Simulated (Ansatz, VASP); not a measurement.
**TiH5: VASP beside Ansatz**

```
Ti H
1.0
     3.07548    0.00000    0.00000
     0.00000    3.07548    0.00000
     0.00000    0.00000   13.58105
Ti H
2 10
Direct
  0.50000 0.00000 0.08632
  0.00000 0.50000 0.91368
  0.50000 0.50000 0.15894
  0.00000 0.00000 0.15894
  0.50000 0.50000 0.84106
  0.00000 0.00000 0.84106
  0.50000 0.50000 0.00000
  0.00000 0.00000 0.00000
  0.00000 0.50000 0.62593
  0.00000 0.50000 0.57073
  0.50000 0.00000 0.37407
  0.50000 0.00000 0.42927
```

Alike in both runs: functional PBE; k mesh 10 × 10 × 4; occupations gaussian, width 0.1 eV; no spin polarisation.

Ansatz relaxed the structure, and its values are those at the end. VASP's run is a single point on that final structure, the one shown.

|  | VASP | Ansatz |
| --- | --- | --- |
| version | VASP 6.6.1 | Ansatz 0.2.0 |
| potentials or method | VASP PAW PBE potentials, release 64 (Ti_sv, H), cutoff 520 eV | scalar-relativistic, plane waves, PAW |
| valence electrons in the cell | 34 | 34 |

```csv
,VASP,Ansatz,Ansatz less VASP
gap on the k mesh at the Fermi level (eV),none,none,-
pressure (GPa),-0.1,0.0,+0.15
rms of the force components (eV/Å),0.004,0.001,-0.0030
```

A gap of «none» marks a metal or a gap that the smearing closes. The functional is the same, so the differences come from potentials, cutoffs and numerics.
